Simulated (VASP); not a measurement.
# CdF2 (Fmmm) in VASP: further runs

Runs on CdF2. Level: PBE. Tasks: single point.

All numbers are computed with VASP 6.6.1; they aren't measurements. Logs are shortened: lines on timing, memory, paths and dates and some standing lists are left out, and cuts for length are marked.

### Step 1. The cell of the first run

The structure is orthorhombic, space group Fmmm (No. 69). The conventional cell has a = 5.280 Å, b = 5.388 Å, c = 5.496 Å, α = 90.00°, β = 90.00°, γ = 90.00°. Cd (site symmetry mmm) has 8 F at 2.33 Å within 3.1 Å. F (site symmetry 222) has 4 Cd at 2.33 Å and 6 F at 2.64 to 2.75 Å within 3.1 Å.

### Step 2. Single point, PBE (strain -0.0200 x Voigt [1, -1, 0, 0, 0, 0])

Contents of INCAR:

```
SYSTEM = CdF2
PREC = Accurate
ENCUT = 520
EDIFF = 1E-7
ISMEAR = 0
SIGMA = 0.05
LREAL = .FALSE.
LASPH = .TRUE.
NELM = 60
ALGO = Normal
ISIF = 2
LWAVE = .FALSE.
LCHARG = .FALSE.
GGA = PE
NBANDS = 20
```

Contents of KPOINTS:

```
regular mesh
0
G
  8 8 8
  0 0 0
```

Contents of POSCAR:

```
CdF2
1.0
    0.0000000000      2.7478800000      2.6940000000
    2.6401200000      0.0000000000      2.6940000000
    2.6401200000      2.7478800000      0.0000000000
Cd F
1 2
Direct
    0.0000000000      0.0000000000      0.0000000000
    0.2500000000      0.2500000000      0.2500000000
    0.7500000000      0.7500000000      0.7500000000
```

Potentials or basis: VASP PAW PBE potentials, release 64 (Cd, F).

Command:

```bash
> cat potpaw_PBE.64/Cd/POTCAR potpaw_PBE.64/F/POTCAR > POTCAR
> mpirun -np 1 vasp_std > vasp.out
```

OUTCAR:

```text
SYSTEM = CdF2
   PREC = Accurate
   ENCUT = 520
   EDIFF = 1E-7
   ISMEAR = 0
   LREAL = .FALSE.
   LASPH = .TRUE.
   NELM = 60
   ISIF = 2
   GGA = PE

 ion  position               nearest neighbor table
   1  0.000  0.000  0.000-   3 2.33   3 2.33   3 2.33   2 2.33   3 2.33   2 2.33   2 2.33   2 2.33

   2  0.250  0.250  0.250-   1 2.33   1 2.33   1 2.33   1 2.33
   3  0.750  0.750  0.750-   1 2.33   1 2.33   1 2.33   1 2.33

  LATTYP: Found a face centered orthorhombic cell.
 ALAT       =     5.2802400000
 B/A-ratio  =     1.0204081633
 C/A-ratio  =     1.0408163265

  Lattice vectors:

 A1 = (   0.0000000000,   2.7478800000,  -2.6940000000)
 A2 = (   2.6401200000,   2.7478800000,   0.0000000000)
 A3 = (   2.6401200000,   0.0000000000,  -2.6940000000)

Analysis of symmetry for initial positions (statically):
=====================================================================
 Subroutine PRICEL returns:
 Original cell was already a primitive cell.

 Routine SETGRP: Setting up the symmetry group for a
 face centered orthorhombic supercell.

 Subroutine GETGRP returns: Found  8 space group operations
 (whereof  8 operations were pure point group operations)
 out of a pool of  8 trial point group operations.

The static configuration has the point symmetry D_2h.

Analysis of symmetry for dynamics (positions and initial velocities):
=====================================================================
 Subroutine PRICEL returns:
 Original cell was already a primitive cell.

 Routine SETGRP: Setting up the symmetry group for a
 face centered orthorhombic supercell.

 Subroutine GETGRP returns: Found  8 space group operations
 (whereof  8 operations were pure point group operations)
 out of a pool of  8 trial point group operations.

The dynamic configuration has the point symmetry D_2h.

 Subroutine INISYM returns: Found  8 space group operations
 (whereof  8 operations are pure point group operations),
 and found     1 'primitive' translations

----------------------------------------------------------------------------------------

                                     Primitive cell

  volume of cell :      39.0885

  direct lattice vectors                    reciprocal lattice vectors
     0.000000000  2.747880000  2.694000000    -0.189385331  0.181958455  0.185597624
     2.640120000  0.000000000  2.694000000     0.189385331 -0.181958455  0.185597624
     2.640120000  2.747880000  0.000000000     0.189385331  0.181958455 -0.185597624

  length of vectors
     3.848178854  3.771984838  3.810653239     0.321593161  0.321593161  0.321593161

  position of ions in fractional coordinates (direct lattice)
     0.000000000  0.000000000  0.000000000
     0.250000000  0.250000000  0.250000000
     0.750000000  0.750000000  0.750000000

  ion indices of the primitive-cell ions
   primitive index   ion index
                 1           1
                 2           2
                 3           3

----------------------------------------------------------------------------------------

 KPOINTS: regular mesh

Automatic generation of k-mesh.
 Grid dimensions read from file:
 generate k-points for:    8    8    8

 Generating k-lattice:

  Cartesian coordinates                     Fractional coordinates (reciprocal lattice)
    -0.023673166  0.022744807  0.023199703     0.125000000 -0.000000000  0.000000000
     0.023673166 -0.022744807  0.023199703    -0.000000000  0.125000000  0.000000000
     0.023673166  0.022744807 -0.023199703     0.000000000  0.000000000  0.125000000

  Length of vectors
     0.040199145  0.040199145  0.040199145

  Shift w.r.t. Gamma in fractional coordinates (k-lattice)
     0.000000000  0.000000000  0.000000000

 Subroutine IBZKPT returns following result:
 ===========================================

 Found     95 irreducible k-points:

 Following reciprocal coordinates:
            Coordinates               Weight
  0.000000  0.000000  0.000000      1.000000
  0.125000  0.000000  0.000000      8.000000
  0.250000  0.000000  0.000000      8.000000
  0.375000  0.000000 -0.000000      8.000000
  0.500000  0.000000  0.000000      4.000000
  0.125000  0.125000  0.000000      2.000000
[... 16 lines left out ...]
  0.250000 -0.000000  0.125000      8.000000
  0.375000  0.000000  0.125000      8.000000
 [... further k-points ...]
   k-points           NKPTS =     95   k-points in BZ     NKDIM =     95   number of bands    NBANDS=     20
   number of dos      NEDOS =    301   number of ions     NIONS =      3
   total plane-waves  NPLWV =  23520
   dimension x,y,z NGX =    30 NGY =   28 NGZ =   28
   dimension x,y,z NGXF=    60 NGYF=   56 NGZF=   56
   ions per type =               1   2
   NGX,Y,Z   is equivalent  to a cutoff of  12.96, 12.34, 12.22 a.u.
   NGXF,Y,Z  is equivalent  to a cutoff of  25.92, 24.68, 24.43 a.u.
 SYSTEM =  CdF2
   PREC   = accura    normal or accurate (medium, high low for compatibility)
   ISTART =      0    job   : 0-new  1-cont  2-samecut
   ICHARG =      2    charge: 1-file 2-atom 10-const
   ISPIN  =      1    spin polarized calculation?
   LNONCOLLINEAR =      F non collinear calculations
   LSORBIT =      F    spin-orbit coupling
   LASPH  =      T    aspherical Exc in radial PAW
   ENCUT  =  520.0 eV  38.22 Ry    6.18 a.u.   7.16  7.01  7.09*2*pi/ulx,y,z
   NELM   =     60;   NELMIN=  2; NELMDL= -5     # of ELM steps
   EDIFF  = 0.1E-06   stopping-criterion for ELM
   LREAL  =      F    real-space projection
   EDIFFG = 0.1E-05   stopping-criterion for IOM
   NSW    =      0    number of steps for IOM
   IBRION =     -1    ionic relax: 0-MD 1-quasi-New 2-CG
   NFREE  =      0    steps in history (QN), initial steepest desc. (CG)
   ISIF   =      2    stress and relaxation
   ISYM   =      2    0-nonsym 1-usesym 2-fastsym
   POTIM  = 0.5000    time-step for ionic-motion
   TEBEG  =    0.0;   TEEND  =   0.0 temperature during run
   PSTRESS=    0.0 pullay stress
   NELECT =      26.0000    total number of electrons
   NUPDOWN=      -1.0000    fix difference up-down
   EMIN   =  10.00;   EMAX   =-10.00  energy-range for DOS
   EFERMI =   0.00;   METHOD = LEGACY
   ISMEAR =     0;   SIGMA  =   0.05  broadening in eV -4-tet -1-fermi 0-gaus
   EFERMI_NEDOS =   21; number of points for ismear=-14 and -15
   IALGO  =     38    algorithm
   IMIX   =      4    mixing-type and parameters
     AMIX     =   0.40;   BMIX     =  1.00
     AMIX_MAG =   1.60;   BMIX_MAG =  1.00
  volume/ion in A,a.u.               =      13.03        87.93
  Fermi-wavevector in a.u.,A,eV,Ry     =   1.429057  2.700527 27.785878  2.042204
  Thomas-Fermi vector in A             =   2.549052
   LORBIT       =      0    0 simple, 1 ext, 2 COOP (PROOUT), +10 PAW based schemes
   GGA     = PE    functional components
   LHFCALC =     F    Hartree Fock is set to
   AEXX    =    0.0000 exact exchange contribution
   IVDW    =     0    specifies the selected vdW correction
   LEPSILON=     F    determine dielectric tensor
   LRPA    =     F    only Hartree local field effects (RPA)
 non-spin polarized calculation
 Gauss-broadening in eV      SIGMA  =   0.05
  energy-cutoff  :      520.00
  volume of cell :       39.09
 maximum number of plane-waves:      1064
 NGX is ok and might be reduce to    30
   NGX = 15   NGY = 13   NGZ = 15

 number of electron      26.0000001 magnetization

 Free energy of the ion-electron system (eV)
  ---------------------------------------------------
  ext. energy  EPLUGINS =         0.00000000
  ---------------------------------------------------
  free energy    TOTEN  =       -10.84818024 eV

  energy without entropy =      -10.84818024  energy(sigma->0) =      -10.84818024

 E-fermi :  -1.0208     XC(G=0): -10.4152

 val. band max:       -1.2734335479   @ k =  -0.2500   0.5000   0.2500
 cond. band min:       1.7504418599   @ k =   0.0000   0.0000   0.0000
 fundamental gap:      3.0238754078
 Fermi energy:        -1.0208010758

 k-point     1 :       0.0000    0.0000    0.0000
  band No.  band energies     occupation
      1     -22.1123      2.00000
      2     -21.0003      2.00000
      3      -6.9338      2.00000
      4      -6.9210      2.00000
      5      -6.9133      2.00000
      6      -5.7272      2.00000
[... 12 lines left out ...]
     19      18.2099      0.00000
     20      18.9987      0.00000

 k-point     2 :       0.1250    0.0000    0.0000
  band No.  band energies     occupation
      1     -22.0624      2.00000
      2     -21.0447      2.00000
      3      -6.8721      2.00000
      4      -6.8562      2.00000
      5      -6.7569      2.00000
      6      -5.7437      2.00000
[... 12 lines left out ...]
     19      17.8342      0.00000
     20      18.5679      0.00000

 k-point     3 :       0.2500    0.0000    0.0000
  band No.  band energies     occupation
      1     -21.9272      2.00000
      2     -21.1656      2.00000
      3      -6.7426      2.00000
      4      -6.7144      2.00000
      5      -6.3138      2.00000
      6      -5.7528      2.00000
[... 12 lines left out ...]
     19      17.8362      0.00000
     20      18.2762      0.00000

 k-point     4 :       0.3750    0.0000   -0.0000
  band No.  band energies     occupation
      1     -21.7407      2.00000
      2     -21.3345      2.00000
      3      -6.6403      2.00000
      4      -6.5949      2.00000
      5      -5.7592      2.00000
      6      -5.7088      2.00000
[... 12 lines left out ...]
     19      17.2858      0.00000
     20      17.8002      0.00000

 k-point     5 :       0.5000    0.0000    0.0000
  band No.  band energies     occupation
      1     -21.5708      2.00000
      2     -21.4964      2.00000
      3      -6.6106      2.00000
      4      -6.5576      2.00000
      5      -5.6635      2.00000
      6      -5.6377      2.00000
[... 12 lines left out ...]
     19      17.0761      0.00000
     20      17.4482      0.00000

 k-point     6 :       0.1250    0.1250    0.0000
  band No.  band energies     occupation
      1     -22.0476      2.00000
      2     -21.0570      2.00000
      3      -6.8399      2.00000
      4      -6.8337      2.00000
      5      -6.7127      2.00000
      6      -5.8003      2.00000
[... 12 lines left out ...]
     19      18.2675      0.00000
     20      18.8664      0.00000

 k-point     7 :       0.2500    0.1250   -0.0000
  band No.  band energies     occupation
      1     -21.9446      2.00000
      2     -21.1468      2.00000
      3      -6.7131      2.00000
      4      -6.7109      2.00000
      5      -6.3787      2.00000
      6      -5.8832      2.00000
[... 12 lines left out ...]
     19      18.5039      0.00000
     20      19.5692      0.00000
[... 277 lines left out ...]
 k-point    20 :      -0.3750    0.3750    0.0000
  band No.  band energies     occupation
      1     -21.5664      2.00000
      2     -21.4592      2.00000
      3      -6.5072      2.00000
      4      -6.0992      2.00000
      5      -5.7946      2.00000
      6      -5.7819      2.00000
[... 12 lines left out ...]
     19      19.1025      0.00000
     20      19.7200      0.00000

 k-point    21 :       0.5000    0.5000    0.0000
  band No.  band energies     occupation
      1     -21.6442      2.00000
      2     -21.3727      2.00000
      3      -6.7129      2.00000
      4      -6.0312      2.00000
      5      -5.9100      2.00000
      6      -5.6078      2.00000
[... 12 lines left out ...]
     19      18.1562      0.00000
     20      20.1734      0.00000

 k-point    22 :       0.1250    0.0000    0.1250
  band No.  band energies     occupation
      1     -22.0537      2.00000
      2     -21.0496      2.00000
      3      -6.8283      2.00000
      4      -6.8274      2.00000
      5      -6.7339      2.00000
      6      -5.8064      2.00000
[... 12 lines left out ...]
     19      18.1603      0.00000
     20      19.0930      0.00000

 k-point    23 :       0.2500   -0.0000    0.1250
  band No.  band energies     occupation
      1     -21.9562      2.00000
      2     -21.1342      2.00000
      3      -6.7138      2.00000
      4      -6.6999      2.00000
      5      -6.3940      2.00000
      6      -5.8852      2.00000
[... 12 lines left out ...]
     19      18.7923      0.00000
     20      19.4204      0.00000

 k-point    24 :       0.3750    0.0000    0.1250
  band No.  band energies     occupation
      1     -21.7979      2.00000
      2     -21.2738      2.00000
      3      -6.5982      2.00000
      4      -6.5617      2.00000
      5      -5.9045      2.00000
      6      -5.8540      2.00000
[... 12 lines left out ...]
     19      18.1795      0.00000
     20      19.4609      0.00000

 [... further k-points ...]
[... 5 lines left out ...]
  --------------------------------------------------------------------------------------
  -------------------------------------------------------------------------------------
  Total        2.0497347      0.9950936      1.5089611      0.0000000      0.0000000     -0.0000000
  in kB       84.0154608     40.7873505     61.8499874      0.0000000      0.0000000     -0.0000000
  external PRESSURE =      62.2175996 kB  Pullay stress =       0.0000000 kB

 VOLUME and BASIS-vectors are now :
 -----------------------------------------------------------------------------
  energy-cutoff  :      520.00
  volume of cell :       39.09
      direct lattice vectors                 reciprocal lattice vectors
     0.000000000  2.747880000  2.694000000    -0.189385331  0.181958455  0.185597624
     2.640120000  0.000000000  2.694000000     0.189385331 -0.181958455  0.185597624
     2.640120000  2.747880000  0.000000000     0.189385331  0.181958455 -0.185597624

 POSITION                                       TOTAL-FORCE (eV/Angst)
 -----------------------------------------------------------------------------------
      0.00000      0.00000      0.00000         0.000000     -0.000000      0.000000
      1.32006      1.37394      1.34700         0.000000      0.000000     -0.000000
      3.96018      4.12182      4.04100        -0.000000      0.000000      0.000000
 -----------------------------------------------------------------------------------
    total drift:                                0.000000     -0.000000      0.000000

  FREE ENERGIE OF THE ION-ELECTRON SYSTEM (eV)
  ---------------------------------------------------
  free  energy   TOTEN  =       -10.8481802441 eV

  energy  without entropy=      -10.8481802441  energy(sigma->0) =      -10.84818024
```

Wall time 36 s (1 thread of AMD EPYC 9R45 (Zen 5), shared host); peak memory 0.18 GiB.

What came out:

```
Free energy            : -10.8482 eV
Pressure               : 6.2 GPa
Band gap on the k mesh : 3.02 eV (least direct gap 3.50 eV)
```

Caveat: the cell differs from its parent crystal (strain -0.0200 x Voigt [1, -1, 0, 0, 0, 0]); the cell stands under pressure. A k mesh can miss the band edges.

[end of part 1 of 2]
